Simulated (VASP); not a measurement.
# Fe (Fmmm) in VASP: a series of runs

Runs on Fe. Level: PBE. Tasks: single point.

Program: VASP 6.6.1. These are calculated values, not measurements. Logs are shortened: lines on timing, memory, paths and dates and some standing lists are left out, and cuts for length are marked.

### Step 1. The cell of the first run

Symmetry: Fmmm, No. 69, orthorhombic system. The conventional cell has a = 3.094 Å, b = 4.009 Å, c = 4.057 Å, α = 90.00°, β = 90.00°, γ = 90.00°. Within 3.3 Å of Fe (site symmetry mmm) lie 14 Fe at 2.53 to 3.09 Å.

### Step 2. Single point, PBE, collinear spin, ferromagnetic start

INCAR reads:

```
  ALGO = Normal
  EDIFF = 1E-7
  ENCUT = 520
  GGA = PE
  ISIF = 2
  ISMEAR = 0
  ISPIN = 2
  LASPH = True
  LCHARG = True
  LELF = True
  LMAXMIX = 4
  LORBIT = 11
  LREAL = False
  LVHAR = True
  LWAVE = False
  MAGMOM = 4
  NBANDS = 14
  NELM = 150
  PREC = Accurate
  SIGMA = 0.1
```

KPOINTS reads:

```
k-points
0
Gamma
  20 20 20
```

POSCAR reads:

```
Fe
1.0
    0.0000000000      2.0044192720      2.0285389838
    1.5468095167      0.0000000000      2.0285389838
    1.5468095167      2.0044192720      0.0000000000
Fe
1
Direct
    0.0000000000      0.0000000000      0.0000000000
```

Potentials or basis: VASP PAW PBE potentials, release 64 (Fe).

Run with:

```sh
$ cat potpaw_PBE.64/Fe/POTCAR > POTCAR
$ mpirun -np 1 vasp_std > vasp.out
```

OUTCAR:

```text
EDIFF = 1E-7
   ENCUT = 520
   GGA = PE
   ISIF = 2
   ISMEAR = 0
   ISPIN = 2
   LASPH = True
   LORBIT = 11
   LREAL = False
   NELM = 150
   PREC = Accurate

 ion  position               nearest neighbor table
   1  0.000  0.000  0.000-

  LATTYP: Found a face centered orthorhombic cell.
 ALAT       =     3.0936190334
 B/A-ratio  =     1.2958410524
 C/A-ratio  =     1.3114342535

  Lattice vectors:

 A1 = (   0.0000000000,   2.0044192720,   2.0285389838)
 A2 = (   1.5468095167,   0.0000000000,   2.0285389838)
 A3 = (   1.5468095167,   2.0044192720,   0.0000000000)

Analysis of symmetry for initial positions (statically):
=====================================================================
 Subroutine PRICEL returns:
 Original cell was already a primitive cell.

 Routine SETGRP: Setting up the symmetry group for a
 face centered orthorhombic supercell.

 Subroutine GETGRP returns: Found  8 space group operations
 (whereof  8 operations were pure point group operations)
 out of a pool of  8 trial point group operations.

The static configuration has the point symmetry D_2h.

Analysis of symmetry for dynamics (positions and initial velocities):
=====================================================================
 Subroutine PRICEL returns:
 Original cell was already a primitive cell.

 Routine SETGRP: Setting up the symmetry group for a
 face centered orthorhombic supercell.

 Subroutine GETGRP returns: Found  8 space group operations
 (whereof  8 operations were pure point group operations)
 out of a pool of  8 trial point group operations.

The dynamic configuration has the point symmetry D_2h.

Analysis of structural, dynamic, and magnetic symmetry:
=====================================================================
 Subroutine PRICEL returns:
 Original cell was already a primitive cell.

 Routine SETGRP: Setting up the symmetry group for a
 face centered orthorhombic supercell.

 Subroutine GETGRP returns: Found  8 space group operations
 (whereof  8 operations were pure point group operations)
 out of a pool of  8 trial point group operations.

The overall configuration has the point symmetry D_2h.

 Subroutine INISYM returns: Found  8 space group operations
 (whereof  8 operations are pure point group operations),
 and found     1 'primitive' translations

----------------------------------------------------------------------------------------

                                     Primitive cell

  volume of cell :      12.5788

  direct lattice vectors                    reciprocal lattice vectors
     0.000000000  2.004419272  2.028538984    -0.323246007  0.249448809  0.246482815
     1.546809517  0.000000000  2.028538984     0.323246007 -0.249448809  0.246482815
     1.546809517  2.004419272  0.000000000     0.323246007  0.249448809 -0.246482815

  length of vectors
     2.851783131  2.550997862  2.531860245     0.476934448  0.476934448  0.476934448

  position of ions in fractional coordinates (direct lattice)
     0.000000000  0.000000000  0.000000000

  ion indices of the primitive-cell ions
   primitive index   ion index
                 1           1

----------------------------------------------------------------------------------------

 KPOINTS: k-points

Automatic generation of k-mesh.
 Grid dimensions read from file:
 generate k-points for:   20   20   20

 Generating k-lattice:

  Cartesian coordinates                     Fractional coordinates (reciprocal lattice)
    -0.016162300  0.012472440  0.012324141     0.050000000  0.000000000  0.000000000
     0.016162300 -0.012472440  0.012324141    -0.000000000  0.050000000 -0.000000000
     0.016162300  0.012472440 -0.012324141     0.000000000  0.000000000  0.050000000

  Length of vectors
     0.023846722  0.023846722  0.023846722

  Shift w.r.t. Gamma in fractional coordinates (k-lattice)
     0.000000000  0.000000000  0.000000000

 Subroutine IBZKPT returns following result:
 ===========================================

 Found   1166 irreducible k-points:

 Following reciprocal coordinates:
            Coordinates               Weight
  0.000000  0.000000  0.000000      1.000000
  0.050000  0.000000  0.000000      8.000000
  0.100000  0.000000  0.000000      8.000000
  0.150000  0.000000  0.000000      8.000000
  0.200000  0.000000  0.000000      8.000000
  0.250000  0.000000  0.000000      8.000000
[... 16 lines left out ...]
 -0.400000  0.050000 -0.000000      8.000000
 -0.350000  0.050000 -0.000000      8.000000
 [... further k-points ...]
   k-points           NKPTS =   1166   k-points in BZ     NKDIM =   1166   number of bands    NBANDS=     14
   number of dos      NEDOS =    301   number of ions     NIONS =      1
   total plane-waves  NPLWV =   9600
   dimension x,y,z NGX =    24 NGY =   20 NGZ =   20
   dimension x,y,z NGXF=    48 NGYF=   40 NGZF=   40
   ions per type =               1
   NGX,Y,Z   is equivalent  to a cutoff of  13.99, 13.03, 13.13 a.u.
   NGXF,Y,Z  is equivalent  to a cutoff of  27.98, 26.07, 26.26 a.u.
 SYSTEM =  unknown system
   PREC   = accura    normal or accurate (medium, high low for compatibility)
   ISTART =      0    job   : 0-new  1-cont  2-samecut
   ICHARG =      2    charge: 1-file 2-atom 10-const
   ISPIN  =      2    spin polarized calculation?
   LNONCOLLINEAR =      F non collinear calculations
   LSORBIT =      F    spin-orbit coupling
   LASPH  =      T    aspherical Exc in radial PAW
   ENCUT  =  520.0 eV  38.22 Ry    6.18 a.u.   5.30  4.74  4.71*2*pi/ulx,y,z
   NELM   =    150;   NELMIN=  2; NELMDL= -5     # of ELM steps
   EDIFF  = 0.1E-06   stopping-criterion for ELM
   LREAL  =      F    real-space projection
   EDIFFG = 0.1E-05   stopping-criterion for IOM
   NSW    =      0    number of steps for IOM
   IBRION =     -1    ionic relax: 0-MD 1-quasi-New 2-CG
   NFREE  =      0    steps in history (QN), initial steepest desc. (CG)
   ISIF   =      2    stress and relaxation
   ISYM   =      2    0-nonsym 1-usesym 2-fastsym
   POTIM  = 0.5000    time-step for ionic-motion
   TEBEG  =    0.0;   TEEND  =   0.0 temperature during run
   PSTRESS=    0.0 pullay stress
   NELECT =       8.0000    total number of electrons
   NUPDOWN=      -1.0000    fix difference up-down
   EMIN   =  10.00;   EMAX   =-10.00  energy-range for DOS
[... 11 lines left out ...]
   GGA     = PE    functional components
   LHFCALC =     F    Hartree Fock is set to
   AEXX    =    0.0000 exact exchange contribution
   IVDW    =     0    specifies the selected vdW correction
   LEPSILON=     F    determine dielectric tensor
   LRPA    =     F    only Hartree local field effects (RPA)
 spin polarized calculation
 Gauss-broadening in eV      SIGMA  =   0.10
  energy-cutoff  :      520.00
  volume of cell :       12.58
 maximum number of plane-waves:       354
 NGX is ok and might be reduce to    24

 number of electron       8.0000004 magnetization       2.4755539

 Free energy of the ion-electron system (eV)
  ---------------------------------------------------
  ext. energy  EPLUGINS =         0.00000000
  ---------------------------------------------------
  free energy    TOTEN  =        -8.17375192 eV

  energy without entropy =       -8.16828242  energy(sigma->0) =       -8.17101717

 E-fermi :   4.8403     XC(G=0): -12.5408

 val. band max:        4.8400564505   @ k =   0.1000   0.0500   0.0500
 cond. band min:       4.8410224944   @ k =  -0.3500   0.1500   0.1500
 fundamental gap:      0.0009660439
 Fermi energy:         4.8402518757

 spin component 1

 k-point     1 :       0.0000    0.0000    0.0000
  band No.  band energies     occupation
      1      -3.0178      1.00000
      2       2.5345      1.00000
      3       2.5993      1.00000
      4       2.8657      1.00000
      5       3.5155      1.00000
      6       3.8496      1.00000
      7      27.8555      0.00000
      8      29.2005      0.00000
      9      29.4160      0.00000
     10      32.8299      0.00000
     11      33.4111      0.00000
     12      33.9551      0.00000
     13      34.2464      0.00000
     14      34.3258      0.00000

 k-point     2 :       0.0500    0.0000    0.0000
  band No.  band energies     occupation
      1      -2.9241      1.00000
      2       2.5421      1.00000
      3       2.6059      1.00000
      4       2.8765      1.00000
      5       3.5021      1.00000
      6       3.8389      1.00000
      7      27.4364      0.00000
      8      28.7694      0.00000
      9      29.2052      0.00000
     10      32.2141      0.00000
     11      32.9969      0.00000
     12      33.6963      0.00000
     13      33.8888      0.00000
     14      35.6134      0.00000
[... 343 lines left out ...]
      1       0.4224      1.00000
      2       1.9442      1.00000
      3       3.4809      1.00000
      4       3.6679      1.00000
      5       4.2443      1.00000
      6       5.1742      0.00000
      7      12.3311      0.00000
      8      22.4847      0.00000
      9      24.4036      0.00000
     10      28.1431      0.00000
     11      31.2140      0.00000
     12      35.8516      0.00000
     13      38.2523      0.00000
     14      42.8734      0.00000

 k-point    24 :      -0.3500    0.0500   -0.0000
  band No.  band energies     occupation
      1       0.3073      1.00000
      2       2.0170      1.00000
      3       3.2154      1.00000
      4       3.5043      1.00000
      5       3.9587      1.00000
      6       4.7291      0.94196
      7      14.0070      0.00000
      8      22.8429      0.00000
      9      24.9548      0.00000
     10      28.3112      0.00000
     11      31.2493      0.00000
     12      36.2031      0.00000
     13      36.6883      0.00000
     14      43.4469      0.00000

 [... further k-points ...]

 spin component 2

 k-point     1 :       0.0000    0.0000    0.0000
  band No.  band energies     occupation
      1      -2.8555      1.00000
      2       4.6775      0.98933
      3       4.8121      0.65489
      4       5.2549      0.00000
      5       6.3291      0.00000
      6       6.8918      0.00000
      7      27.5113      0.00000
      8      28.9420      0.00000
      9      29.2092      0.00000
     10      33.1124      0.00000
     11      33.8955      0.00000
     12      34.4931      0.00000
     13      34.9700      0.00000
     14      35.0369      0.00000

 k-point     2 :       0.0500    0.0000    0.0000
  band No.  band energies     occupation
      1      -2.7615      1.00000
      2       4.6839      0.98649
      3       4.8171      0.62815
      4       5.2637      0.00000
      5       6.3099      0.00000
      6       6.8778      0.00000
      7      27.2118      0.00000
      8      28.5826      0.00000
      9      29.0426      0.00000
     10      32.8020      0.00000
     11      33.4200      0.00000
     12      34.1437      0.00000
     13      34.5705      0.00000
     14      36.4418      0.00000
[... 343 lines left out ...]
      1       1.6412      1.00000
      2       4.0315      1.00000
      3       4.7716      0.83407
      4       6.2524      0.00000
      5       6.8918      0.00000
      6       7.4464      0.00000
      7      13.6138      0.00000
      8      22.6504      0.00000
      9      24.9474      0.00000
     10      28.5936      0.00000
     11      31.8699      0.00000
     12      35.9567      0.00000
     13      38.5698      0.00000
     14      43.6555      0.00000

 k-point    24 :      -0.3500    0.0500   -0.0000
  band No.  band energies     occupation
      1       1.1960      1.00000
      2       4.1186      1.00000
      3       4.4693      1.00000
      4       6.2445      0.00000
      5       6.8172      0.00000
      6       7.1569      0.00000
      7      15.0790      0.00000
      8      23.0324      0.00000
      9      25.5108      0.00000
     10      28.7343      0.00000
     11      31.8693      0.00000
     12      36.3662      0.00000
     13      36.9811      0.00000
     14      44.2429      0.00000

 [... further k-points ...]
[... 5 lines left out ...]
  --------------------------------------------------------------------------------------
  -------------------------------------------------------------------------------------
  Total       -1.1962029     -0.8162313     -0.8572197      0.0000000      0.0000000      0.0000000
  in kB     -152.3620096   -103.9645049   -109.1852451      0.0000000      0.0000000      0.0000000
  external PRESSURE =    -121.8372532 kB  Pullay stress =       0.0000000 kB

 VOLUME and BASIS-vectors are now :
 -----------------------------------------------------------------------------
  energy-cutoff  :      520.00
  volume of cell :       12.58
      direct lattice vectors                 reciprocal lattice vectors
     0.000000000  2.004419272  2.028538984    -0.323246007  0.249448809  0.246482815
     1.546809517  0.000000000  2.028538984     0.323246007 -0.249448809  0.246482815
     1.546809517  2.004419272  0.000000000     0.323246007  0.249448809 -0.246482815

 POSITION                                       TOTAL-FORCE (eV/Angst)
 -----------------------------------------------------------------------------------
      0.00000      0.00000      0.00000         0.000000     -0.000000      0.000000
 -----------------------------------------------------------------------------------
    total drift:                               -0.000000     -0.000000     -0.000000

  FREE ENERGIE OF THE ION-ELECTRON SYSTEM (eV)
  ---------------------------------------------------
  free  energy   TOTEN  =        -8.1737519198 eV

  energy  without entropy=       -8.1682824203  energy(sigma->0) =       -8.17101717

 total charge

# of ion       s       p       d       tot
------------------------------------------
    1        0.448   0.456   6.174   7.078

 magnetization (x)

# of ion       s       p       d       tot
------------------------------------------
    1       -0.015  -0.055   2.562   2.492
```

Run time: 4.6 min. Hardware: 1 thread of AMD EPYC 9R45 (Zen 5), shared host; peak memory 0.36 GiB.

Results:

| Property | Result |
| --- | --- |
| Free energy | -8.1738 eV |
| Pressure | -12.2 GPa |
| Net moment | 2.48 μB per cell |
| Site moments | Fe +2.49 μB |
| Valence electrons inside the program's atomic spheres | Fe 7.08 |

Stress tensor (GPa, compression positive):
```
-15.24   0.00   0.00
  0.00 -10.40   0.00
  0.00   0.00 -10.92
```

Caveat: the cell stands under tension.

### Step 3. Single point, PBE, collinear spin, ferromagnetic start

This run uses another cell than the first one, of 13.49 Å³/atom.

INCAR reads:

```
SYSTEM = Fe
ALGO = Normal
EDIFF = 1E-6
ENCUT = 520
GGA = PE
ISIF = 2
ISMEAR = 0
ISPIN = 2
LASPH = .True.
LCHARG = .True.
LELF = .True.
LMAXMIX = 4
LORBIT = 11
LREAL = .False.
LVHAR = .True.
LWAVE = .False.
MAGMOM = 4
NBANDS = 14
NELM = 150
PREC = Accurate
SIGMA = 0.1
```

KPOINTS reads:

```
k-points
0
Gamma
  20 20 20
  0 0 0
```

POSCAR reads:

```
Fe
1.0
    0.0000000000      2.0518786712      2.0765694746
    1.5834339153      0.0000000000      2.0765694746
    1.5834339153      2.0518786712      0.0000000000
Fe
1
Direct
    0.0000000000      0.0000000000      0.0000000000
```

Potentials or basis: VASP PAW PBE potentials, release 64 (Fe).

Run with:

```sh
$ cat potpaw_PBE.64/Fe/POTCAR > POTCAR
$ mpirun -np 1 vasp_std > vasp.out
```

Run time: 3.9 min. Hardware: 1 thread of AMD EPYC 9R45 (Zen 5), shared host; peak memory 0.38 GiB.

The run converged. Its results:

```yaml
Free_energy: -8.0881 eV
Pressure: -18.2 GPa
Net_moment: 2.62 μB per cell
Site_moments: Fe +2.65 μB
Valence_electrons_inside_the_program's_atomic_spheres: Fe 6.96
```

Stress tensor (GPa, compression positive):
```
-20.06   0.00   0.00
  0.00 -17.04   0.00
  0.00   0.00 -17.54
```

Levels at points of the mesh, in eV from the Fermi level:
Spin up:
| k point | band 3 | band 4 | band 5 | band 6 | band 7 | band 8 |
| --- | --- | --- | --- | --- | --- | --- |
| (0.00, 0.00, 0.00) | -2.29 | -2.06 | -1.46 | -1.16 | 22.29 | 23.54 |
| (0.50, 0.00, 0.00) | -1.51 | -1.06 | -0.25 | 0.32 | 5.53 | 17.40 |
| (0.50, 0.50, 0.00) | -1.04 | -0.98 | -0.18 | 0.79 | 6.18 | 15.79 |
| (0.50, 0.00, 0.50) | -1.07 | -1.02 | -0.11 | 0.98 | 6.43 | 15.60 |
| (0.00, 0.50, 0.50) | -0.52 | -0.40 | -0.30 | 6.90 | 9.62 | 9.64 |
Spin down:
```tsv
k point	band 1	band 2	band 3	band 4	band 5	band 6	band 7	band 8
(0.00, 0.00, 0.00)	-7.43	-0.03	0.08	0.49	1.45	1.98	21.89	23.24
(0.50, 0.00, 0.00)	-2.78	-0.68	0.36	1.38	1.99	2.52	7.14	17.35
(0.50, 0.50, 0.00)	-2.70	-1.27	0.85	2.01	2.08	2.56	7.76	15.89
(0.50, 0.00, 0.50)	-2.66	-1.22	1.05	1.95	2.03	2.58	8.00	15.68
(0.00, 0.50, 0.50)	-2.12	-1.98	2.30	2.30	2.36	7.17	9.94	9.95
```

Caveat: the cell stands under tension.

### Step 4. Single point, PBE, collinear spin, antiferromagnetic start

This run uses another cell than the first one: it holds 2 atoms, not 1.

INCAR reads:

```
SYSTEM = Fe
PREC = Accurate
ENCUT = 520
EDIFF = 1E-7
ISMEAR = 0
SIGMA = 0.1
LREAL = .False.
LASPH = .True.
NELM = 150
ALGO = Normal
ISIF = 2
LWAVE = .False.
LCHARG = .False.
ISPIN = 2
MAGMOM = 4 -4
LORBIT = 11
LMAXMIX = 4
GGA = PE
NBANDS = 19
```

KPOINTS reads:

```
regular mesh
0
Gamma
  20 20 10
  0 0 0
```

POSCAR reads:

```
Fe
1.0
    1.4984397099      3.8834793812      1.9651051623
    1.4984397099      0.0000000000      1.9651051623
    2.9968794198      3.8834793812      0.0000000000
Fe
2
Direct
    0.0000000000      0.0000000000      0.0000000000
    0.0000000000      0.0000000000      0.5000000000
```

Run with:

```sh
$ cat potpaw_PBE.64/Fe/POTCAR > POTCAR
$ mpirun -np 1 vasp_std > vasp.out
```

Run time: 5.5 min. Hardware: 1 thread of Intel Xeon Platinum 8559C (Emerald Rapids), shared host; peak memory 0.48 GiB.

It converged, with:

```yaml
Free_energy: -16.1177 eV
Pressure: -6.0 GPa
Band_gap_on_the_k_mesh: zero (filled and empty bands overlap)
Net_moment: 0.00 μB per cell
Site_moments: Fe +1.89, -1.89 μB
Valence_electrons_inside_the_program's_atomic_spheres: Fe 7.25
```

Stress tensor (GPa, compression positive):
```
  0.00   0.00   0.00
  0.00  -1.31   0.00
  0.00   0.00 -16.83
```

Levels at points of the mesh, in eV from the Fermi level:
Spin up:
| k point | band 6 | band 7 | band 8 | band 9 | band 10 | band 11 |
| --- | --- | --- | --- | --- | --- | --- |
| (0.00, 0.00, 0.00) | -1.54 | -1.35 | -0.70 | 0.90 | 1.14 | 1.28 |
| (0.50, 0.00, 0.00) | -0.93 | 0.09 | 0.17 | 0.53 | 0.94 | 1.10 |
| (0.50, 0.50, 0.00) | 0.23 | 0.47 | 0.70 | 0.95 | 1.01 | 1.70 |
| (0.00, 0.00, 0.50) | -1.75 | -1.35 | -1.24 | 0.79 | 1.07 | 2.04 |
| (0.50, 0.00, 0.50) | -1.42 | -1.36 | -1.26 | -1.02 | 0.30 | 1.04 |
| (0.00, 0.50, 0.50) | -1.45 | -0.90 | 0.20 | 0.24 | 1.69 | 5.73 |
Spin down:
```tsv
k point	band 5	band 6	band 7	band 8	band 9	band 10	band 11	band 12
(0.00, 0.00, 0.00)	-1.59	-1.54	-1.35	-0.70	0.90	1.14	1.28	1.35
(0.50, 0.00, 0.00)	-1.44	-0.93	0.09	0.17	0.53	0.94	1.10	1.50
(0.50, 0.50, 0.00)	0.08	0.23	0.47	0.70	0.95	1.01	1.70	7.77
(0.00, 0.00, 0.50)	-2.03	-1.75	-1.35	-1.24	0.79	1.07	2.04	3.16
(0.50, 0.00, 0.50)	-1.91	-1.42	-1.36	-1.26	-1.02	0.30	1.04	1.13
(0.00, 0.50, 0.50)	-2.24	-1.45	-0.90	0.20	0.24	1.69	5.73	6.16
```

Caveat: the stress differs along the axes, from -17 to 0 GPa; the antiferromagnetic order is the one typed at the start, and another may lie lower.

### Step 5. Summary

```tsv
spin	cell	k mesh	gap on the mesh (eV)	pressure (GPa)	moment (μB)
collinear, ferromagnetic start	a = 2.852, b = 2.551, c = 2.532 Å, angles 68.3, 56.2, 55.6°, 1 atom, atomic positions A	20 × 20 × 20	none	-12.2	2.48
collinear, ferromagnetic start	a = 2.919, b = 2.611, c = 2.592 Å, angles 68.3, 56.2, 55.6°, 1 atom, atomic positions A	20 × 20 × 20	none	-18.2	2.62
collinear, antiferromagnetic start	a = 4.603, b = 2.471, c = 4.905 Å, angles 68.3, 29.9, 57.5°, 2 atoms, atomic positions B	20 × 20 × 10	none	-6.0	0.00
```

Alike in all rows: task single point; level PBE; potentials or basis VASP PAW PBE potentials, release 64 (Fe); cutoff (eV) 520; smearing gaussian 0.1 eV.

Caveats: the cell stands under tension (at least some runs); the stress differs along the axes, from -17 to 0 GPa (at least some runs); the antiferromagnetic order is the one typed at the start, and another may lie lower (at least some runs).

Total energies depend on the potentials used, so only differences within one code and one set of settings carry meaning.
